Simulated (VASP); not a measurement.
# Be (Im-3m) in VASP: notebook

The runs below take Be through relaxation of cell and atoms, with PBE.

Everything below comes from runs of VASP 6.6.1. Logs are shortened: lines on timing, memory, paths and dates and some standing lists are left out, and cuts for length are marked.

## (1) The cell of the first run

Symmetry: Im-3m, No. 229, cubic system. Conventional cell: a = 2.247 Å, b = 2.247 Å, c = 2.247 Å, α = 90.00°, β = 90.00°, γ = 90.00°. Be (site symmetry m-3m) has 14 Be at 1.95 to 2.25 Å within 2.6 Å.

This isn't the form of Be at room conditions, which is hcp.

## (2) Relaxation of cell and atoms, PBE, target pressure 69 GPa, at which the enthalpy is minimised

The input, INCAR:

```
SYSTEM = Be
PREC = Accurate
ENCUT = 600
EDIFF = 1E-6
ISMEAR = -1
SIGMA = 0.05
LREAL = .FALSE.
LASPH = .TRUE.
NELM = 100
ALGO = Normal
ISIF = 3
LWAVE = .FALSE.
LCHARG = .FALSE.
GGA = PE
IBRION = 2
NSW = 60
EDIFFG = -0.005
PSTRESS = 690.0
```

The input, KPOINTS:

```
Automatic mesh
0
G
  24 24 24
  0 0 0
```

The input, POSCAR:

```
Be
1.0
   -1.1234563471      1.1234563471      1.1234563471
    1.1234563471     -1.1234563471      1.1234563471
    1.1234563471      1.1234563471     -1.1234563471
Be
1
Direct
    0.0000000000      0.0000000000      0.0000000000
```

Potentials or basis: VASP PAW PBE potentials, release 64 (Be).

On the command line:

```console
cat potpaw_PBE.64/Be/POTCAR > POTCAR
mpirun -np 1 vasp_std > vasp.out
```

OUTCAR:

```text
SYSTEM = Be
   PREC = Accurate
   ENCUT = 600
   EDIFF = 1E-6
   ISMEAR = -1
   LREAL = .FALSE.
   LASPH = .TRUE.
   NELM = 100
   ISIF = 3
   GGA = PE
   IBRION = 2
   NSW = 60
   EDIFFG = -0.005
   PSTRESS = 690.0

 ion  position               nearest neighbor table
   1  0.000  0.000  0.000-

  LATTYP: Found a body centered cubic cell.
 ALAT       =     2.2469126942

  Lattice vectors:

 A1 = (  -1.1234563471,   1.1234563471,   1.1234563471)
 A2 = (   1.1234563471,  -1.1234563471,   1.1234563471)
 A3 = (   1.1234563471,   1.1234563471,  -1.1234563471)

Analysis of symmetry for initial positions (statically):
=====================================================================
 Subroutine PRICEL returns:
 Original cell was already a primitive cell.

 Routine SETGRP: Setting up the symmetry group for a
 body centered cubic supercell.

 Subroutine GETGRP returns: Found 48 space group operations
 (whereof 48 operations were pure point group operations)
 out of a pool of 48 trial point group operations.

The static configuration has the point symmetry O_h .

Analysis of symmetry for dynamics (positions and initial velocities):
=====================================================================
 Subroutine PRICEL returns:
 Original cell was already a primitive cell.

 Routine SETGRP: Setting up the symmetry group for a
 body centered cubic supercell.

 Subroutine GETGRP returns: Found 48 space group operations
 (whereof 48 operations were pure point group operations)
 out of a pool of 48 trial point group operations.

The dynamic configuration has the point symmetry O_h .

 Subroutine INISYM returns: Found 48 space group operations
 (whereof 48 operations are pure point group operations),
 and found     1 'primitive' translations

----------------------------------------------------------------------------------------

                                     Primitive cell

  volume of cell :       5.6719

  direct lattice vectors                    reciprocal lattice vectors
    -1.123456347  1.123456347  1.123456347     0.000000000  0.445055121  0.445055121
     1.123456347 -1.123456347  1.123456347     0.445055121  0.000000000  0.445055121
     1.123456347  1.123456347 -1.123456347     0.445055121  0.445055121  0.000000000

  length of vectors
     1.945883473  1.945883473  1.945883473     0.629402987  0.629402987  0.629402987

  position of ions in fractional coordinates (direct lattice)
     0.000000000  0.000000000  0.000000000

  ion indices of the primitive-cell ions
   primitive index   ion index
                 1           1

----------------------------------------------------------------------------------------

 KPOINTS: Automatic mesh

Automatic generation of k-mesh.
 Grid dimensions read from file:
 generate k-points for:   24   24   24

 Generating k-lattice:

  Cartesian coordinates                     Fractional coordinates (reciprocal lattice)
     0.000000000  0.018543963  0.018543963     0.041666667  0.000000000  0.000000000
     0.018543963  0.000000000  0.018543963     0.000000000  0.041666667  0.000000000
     0.018543963  0.018543963  0.000000000     0.000000000  0.000000000  0.041666667

  Length of vectors
     0.026225124  0.026225124  0.026225124

  Shift w.r.t. Gamma in fractional coordinates (k-lattice)
     0.000000000  0.000000000  0.000000000

 Subroutine IBZKPT returns following result:
 ===========================================

 Found    413 irreducible k-points:

 Following reciprocal coordinates:
            Coordinates               Weight
  0.000000  0.000000  0.000000      1.000000
  0.041667  0.000000  0.000000     12.000000
  0.083333  0.000000  0.000000     12.000000
  0.125000  0.000000  0.000000     12.000000
  0.166667  0.000000  0.000000     12.000000
  0.208333  0.000000  0.000000     12.000000
[... 16 lines left out ...]
  0.416667  0.041667  0.000000     48.000000
  0.458333  0.041667  0.000000     48.000000
 [... further k-points ...]
   k-points           NKPTS =    413   k-points in BZ     NKDIM =    413   number of bands    NBANDS=      5
   number of dos      NEDOS =    301   number of ions     NIONS =      1
   total plane-waves  NPLWV =   4096
   dimension x,y,z NGX =    16 NGY =   16 NGZ =   16
   dimension x,y,z NGXF=    32 NGYF=   32 NGZF=   32
   ions per type =               1
   NGX,Y,Z   is equivalent  to a cutoff of  13.67, 13.67, 13.67 a.u.
   NGXF,Y,Z  is equivalent  to a cutoff of  27.34, 27.34, 27.34 a.u.
 SYSTEM =  Be
   PREC   = accura    normal or accurate (medium, high low for compatibility)
   ISTART =      0    job   : 0-new  1-cont  2-samecut
   ICHARG =      2    charge: 1-file 2-atom 10-const
   ISPIN  =      1    spin polarized calculation?
   LNONCOLLINEAR =      F non collinear calculations
   LSORBIT =      F    spin-orbit coupling
   LASPH  =      T    aspherical Exc in radial PAW
   ENCUT  =  600.0 eV  44.10 Ry    6.64 a.u.   3.89  3.89  3.89*2*pi/ulx,y,z
   NELM   =    100;   NELMIN=  2; NELMDL= -5     # of ELM steps
   EDIFF  = 0.1E-05   stopping-criterion for ELM
   LREAL  =      F    real-space projection
   EDIFFG = -.5E-02   stopping-criterion for IOM
   NSW    =     60    number of steps for IOM
   IBRION =      2    ionic relax: 0-MD 1-quasi-New 2-CG
   NFREE  =      1    steps in history (QN), initial steepest desc. (CG)
   ISIF   =      3    stress and relaxation
   ISYM   =      2    0-nonsym 1-usesym 2-fastsym
   POTIM  = 0.5000    time-step for ionic-motion
   TEBEG  =    0.0;   TEEND  =   0.0 temperature during run
   PSTRESS=  690.0 pullay stress
   NELECT =       2.0000    total number of electrons
   NUPDOWN=      -1.0000    fix difference up-down
   EMIN   =  10.00;   EMAX   =-10.00  energy-range for DOS
   EFERMI =   0.00;   METHOD = LEGACY
   ISMEAR =    -1;   SIGMA  =   0.05  broadening in eV -4-tet -1-fermi 0-gaus
   EFERMI_NEDOS =   21; number of points for ismear=-14 and -15
   IALGO  =     38    algorithm
   IMIX   =      4    mixing-type and parameters
     AMIX     =   0.40;   BMIX     =  1.00
     AMIX_MAG =   1.60;   BMIX_MAG =  1.00
  volume/ion in A,a.u.               =       5.67        38.28
  Fermi-wavevector in a.u.,A,eV,Ry     =   1.156579  2.185617 18.200173  1.337675
  Thomas-Fermi vector in A             =   2.293198
   LORBIT       =      0    0 simple, 1 ext, 2 COOP (PROOUT), +10 PAW based schemes
   GGA     = PE    functional components
   LHFCALC =     F    Hartree Fock is set to
   AEXX    =    0.0000 exact exchange contribution
   IVDW    =     0    specifies the selected vdW correction
   LEPSILON=     F    determine dielectric tensor
   LRPA    =     F    only Hartree local field effects (RPA)
 conjugate gradient relaxation of ions
 non-spin polarized calculation
  energy-cutoff  :      600.00
  volume of cell :        5.67
 maximum number of plane-waves:       202
   NGX =  7   NGY =  7   NGZ =  7

--------------------------------------- Ionic step        1  -------------------------------------------

 number of electron       2.0000000 magnetization

 Free energy of the ion-electron system (eV)
  ---------------------------------------------------
  ext. energy  EPLUGINS =         0.00000000
  ---------------------------------------------------
  free energy    TOTEN  =        -3.30440920 eV

  energy without entropy =       -3.30335237  energy(sigma->0) =       -3.30388079

------------------------ aborting loop because EDIFF is reached ----------------------------------------

  FORCE on cell =-STRESS in cart. coord.  units (eV):
  Direction    XX          YY          ZZ          XY          YZ          ZX
  --------------------------------------------------------------------------------------
  -------------------------------------------------------------------------------------
  Total        2.4102226      2.4102226      2.4102226      0.0000000      0.0000000     -0.0000000
  in kB      680.8307207    680.8307207    680.8307207      0.0000000      0.0000000     -0.0000000
  external PRESSURE =      -9.1692793 kB  Pullay stress =     690.0000000 kB
[... 59 lines left out ...]
  enthalpy is  TOTEN    =        -0.8617536526 eV   P V=        2.4312254097

--------------------------------------- Ionic step        3  -------------------------------------------

 number of electron       2.0000000 magnetization

 Free energy of the ion-electron system (eV)
  ---------------------------------------------------
  ext. energy  EPLUGINS =         0.00000000
  ---------------------------------------------------
  free energy    TOTEN  =        -3.29762556 eV

  energy without entropy =       -3.29657263  energy(sigma->0) =       -3.29709909

 E-fermi :  11.2171     XC(G=0): -11.7677

 val. band max:       11.1264690235   @ k =  -0.3750  -0.4167   0.1667
 cond. band min:      11.2262141621   @ k =  -0.3750  -0.4167   0.1250
 fundamental gap:      0.0997451386
 Fermi energy:        11.2171390030

 k-point     1 :       0.0000    0.0000    0.0000
  band No.  band energies     occupation
      1      -3.1057      2.00000
      2      36.4139      0.00000
      3      36.4139      0.00000
      4      36.4139      0.00000
      5      49.1430      0.00000

 k-point     2 :       0.0417    0.0000    0.0000
  band No.  band energies     occupation
      1      -3.0389      2.00000
      2      36.0092      0.00000
      3      36.0544      0.00000
      4      36.3068      0.00000
      5      47.9631      0.00000
[... 169 lines left out ...]
 k-point    24 :       0.4583    0.0417    0.0000
  band No.  band energies     occupation
      1       4.4325      2.00000
      2      12.8230      0.00000
      3      26.8551      0.00000
      4      30.1311      0.00000
      5      37.1746      0.00000

 [... further k-points ...]

------------------------ aborting loop because EDIFF is reached ----------------------------------------

  FORCE on cell =-STRESS in cart. coord.  units (eV):
  Direction    XX          YY          ZZ          XY          YZ          ZX
  --------------------------------------------------------------------------------------
  -------------------------------------------------------------------------------------
  Total        2.4353158      2.4353158      2.4353158      0.0000000      0.0000000     -0.0000000
  in kB      689.8484326    689.8484326    689.8484326      0.0000000      0.0000000     -0.0000000
  external PRESSURE =      -0.1515674 kB  Pullay stress =     690.0000000 kB
[... 16 lines left out ...]
  FREE ENERGIE OF THE ION-ELECTRON SYSTEM (eV)
  ---------------------------------------------------
  free  energy   TOTEN  =        -3.2976255597 eV

  energy  without entropy=       -3.2965726266  energy(sigma->0) =       -3.29709909

  enthalpy is  TOTEN    =        -0.8617746894 eV   P V=        2.4358508703

 reached required accuracy - stopping structural energy minimisation
```

Wall time 7.2 s (1 thread of Intel Xeon 8259CL, shared host); peak memory 0.12 GiB.

What came out:

```
Free energy                                                : -3.2976 eV
Relaxed volume                                             : 5.66 Å³/atom
Relaxed cell                                               : a = 1.944 Å, b = 1.944 Å, c = 1.944 Å, α = 109.47°, β = 109.47°, γ = 109.47°
Space group after relaxing (to 0.1 Å)                      : Im-3m (No. 229)
Energy change on relaxing (the run minimises the enthalpy) : +6.8 meV/atom
Ionic steps                                                : 3
Pressure after relaxing                                    : 69.0 GPa
Band gap on the k mesh                                     : zero (bands 1 and 2 overlap by 6.97 eV)
```

Step by step:
```csv
step,energy change (eV),largest force (eV/Å),pressure (GPa),volume (Å³)
1,0.0000,0.0000,68.08,5.67
2,0.0114,0.0000,69.62,5.65
3,0.0068,0.0000,68.98,5.66
```

Final structure:
```cif
data_structure
_symmetry_space_group_name_H-M 'P 1'
_symmetry_Int_Tables_number 1
_cell_length_a 1.9441
_cell_length_b 1.9441
_cell_length_c 1.9441
_cell_angle_alpha 109.471
_cell_angle_beta 109.471
_cell_angle_gamma 109.471
_cell_volume 5.66
loop_
_atom_site_label
_atom_site_type_symbol
_atom_site_fract_x
_atom_site_fract_y
_atom_site_fract_z
_atom_site_occupancy
Be1 Be 0.00000 0.00000 0.00000 1
```

Levels at points of the mesh, in eV from the Fermi level:
| k point | band 1 | band 2 | band 3 | band 4 | band 5 |
| --- | --- | --- | --- | --- | --- |
| (0.00, 0.00, 0.00) | -14.32 | 25.20 | 25.20 | 25.20 | 37.93 |
| (0.50, 0.00, 0.00) | -6.77 | 1.48 | 15.82 | 19.66 | 24.86 |
| (0.50, 0.50, 0.50) | 5.05 | 5.05 | 5.05 | 11.51 | 11.51 |

Caveat: the cell is relaxed towards a set pressure, so the run minimises the enthalpy, not the energy.

[end of part 1 of 2]

The gap in the log of VASP goes by the Fermi energy; the results here count the filled bands.